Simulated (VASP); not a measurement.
Write the native input for VASP 6.6.1 that does the following.

- Task: single point
- Functional: PBE
- Potentials or basis: VASP PAW PBE potentials, release 64 (Zn, F)
- Cutoff: 600 eV
- k mesh: 4 × 4 × 6
- Occupations: gaussian, width 0.01 eV
- Spin: no spin polarisation
- Dipole correction: no
- Further INCAR settings: ALGO = Normal; EDIFF = 1e-06; NBANDS = 35

The structure of ZnF2 lies in POSCAR:

```
ZnF2
1.0
    4.8566714872      0.0000000000      0.0000000000
    0.0000000000      4.8566714872      0.0000000000
    0.0000000000      0.0000000000      3.2349594258
Zn F
2 4
Direct
    0.0000000000      0.0000000000      0.0000000000
    0.5000000000      0.5000000000      0.5000000000
    0.3024000000      0.3024000000      0.0000000000
    0.1976000000      0.8024000000      0.5000000000
    0.6976000000      0.6976000000      0.0000000000
    0.8024000000      0.1976000000      0.5000000000
```

These files were run (other wordings do the same):

INCAR

```
ALGO     = Normal         # electronic algorithm
EDIFF    = 1E-6           # SCF threshold, eV
ENCUT    = 600            # plane-wave cutoff, eV
GGA      = PE             # functional
GGA_COMPAT= F            
ISIF     = 2              # what is computed and relaxed
ISMEAR   = 0              # smearing method
LASPH    = T              # aspherical terms in the spheres
LCHARG   = T              # write CHGCAR
LELF     = T              # ELF
LREAL    = F              # projectors in reciprocal space
LVHAR    = T            
LWAVE    = F              # write WAVECAR
NBANDS   = 35             # bands
NELM     = 120            # most SCF steps
PREC     = Accurate       # precision mode
SIGMA    = 0.01           # smearing width, eV
```

KPOINTS

```
k-points
0
Gamma
  4 4 6
```

Potentials or basis: VASP PAW PBE potentials, release 64 (Zn, F).

The run is started by

```bash
$ cat potpaw_PBE.64/Zn/POTCAR potpaw_PBE.64/F/POTCAR > POTCAR
$ mpirun -np 1 vasp_std > vasp.out
```

Results of the run:

- Pressure: -3.9 GPa
- Largest force: 0.128 eV/Å
- Band gap on the k mesh: 3.32 eV, direct

Run time: 51 s on 1 thread of Intel(R) Xeon(R) Platinum 8559C (Emerald Rapids), with other jobs on the host, peak memory 0.22 GiB.
